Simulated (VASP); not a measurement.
A run of VASP 6.6.1 is set up as follows.

File INCAR:

```
SYSTEM = C
ALGO = Normal ; EDIFF = 1E-6
ENCUT = 520 ; GGA = PE
ISIF = 2 ; ISMEAR = -1
LASPH = .True. ; LCHARG = .True.
LELF = .True. ; LREAL = .False.
LVHAR = .True. ; LWAVE = .False.
NBANDS = 13 ; NELM = 60
PREC = Accurate ; SIGMA = 0.1
```

KPOINTS

```
k-points
0
Gamma
  7 7 27
  0 0 0
```

Contents of POSCAR:

```
C
1.0
    6.3111294297      0.0000000001      0.0000000000
   -3.1555647149      5.4655984127      0.0000000000
    0.0000000000      0.0000000000      1.2842564679
C
3
Direct
    0.0000000000      0.0000000000      0.0000000000
    0.3333333333      0.6666666667      0.5000000000
    0.6666666667      0.3333333333      0.5000000000
```

Potentials or basis: VASP PAW PBE potentials, release 64 (C).

Run with:

```console
$ cat potpaw_PBE.64/C/POTCAR > POTCAR
$ mpirun -np 1 vasp_std > vasp.out
```

**Question.** Estimate the pressure.

**Answer.** -0.1 GPa.

**Question.** What does it give for the band gap on the k mesh?

**Answer.** Zero (bands 6 and 7 overlap by 14.81 eV).

Stress tensor (GPa, compression positive):
```
 0.90  0.00  0.00
 0.00  0.90  0.00
 0.00  0.00 -2.17
```
